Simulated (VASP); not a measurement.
Write the native input for VASP 6.6.1 that does the following.

| Quantity | Value |
| --- | --- |
| Task | single point |
| Functional | PBE |
| Potentials or basis | VASP PAW PBE potentials, release 64 (Ag, Cl) |
| Cutoff | 520 eV |
| k mesh | 8 × 8 × 8 |
| Occupations | gaussian, width 0.02 eV |
| Spin | no spin polarisation |
| Dipole correction | no |
| Further INCAR settings | ALGO = Normal; EDIFF = 1e-06; NBANDS = 16 |

The structure of AgCl lies in POSCAR:

```
AgCl
1.0
    0.0000000000      2.7114751440      2.7114751440
    2.7114751440      0.0000000000      2.7114751440
    2.7114751440      2.7114751440      0.0000000000
Ag Cl
1 1
Direct
    0.5000000000      0.5000000000      0.5000000000
    0.0000000000      0.0000000000      0.0000000000
```

This cell differs from its parent crystal: strained.

One way to write it, as run:

INCAR

```
PREC = Accurate
ENCUT = 520
EDIFF = 1E-6
ISMEAR = 0
SIGMA = 0.02
LREAL = F
LASPH = T
NELM = 100
ALGO = Normal
ISIF = 2
LWAVE = F
LCHARG = F
GGA = PE
NBANDS = 16
```

KPOINTS

```
regular mesh
0
Gamma
  8 8 8
```

Potentials or basis: VASP PAW PBE potentials, release 64 (Ag, Cl).

Run with:

```sh
$ cat potpaw_PBE.64/Ag/POTCAR potpaw_PBE.64/Cl/POTCAR > POTCAR
$ mpirun -np 1 vasp_std > vasp.out
```

Results of the run:

* Pressure: 5.5 GPa
* Band gap on the k mesh: 0.90 eV, indirect (least direct gap 3.42 eV)

Caveat: the cell differs from its parent crystal (strained).

It took 10 s on 1 thread of Intel(R) Xeon(R) 6975P-C (Granite Rapids), with other jobs on the host, peak memory 0.16 GiB.
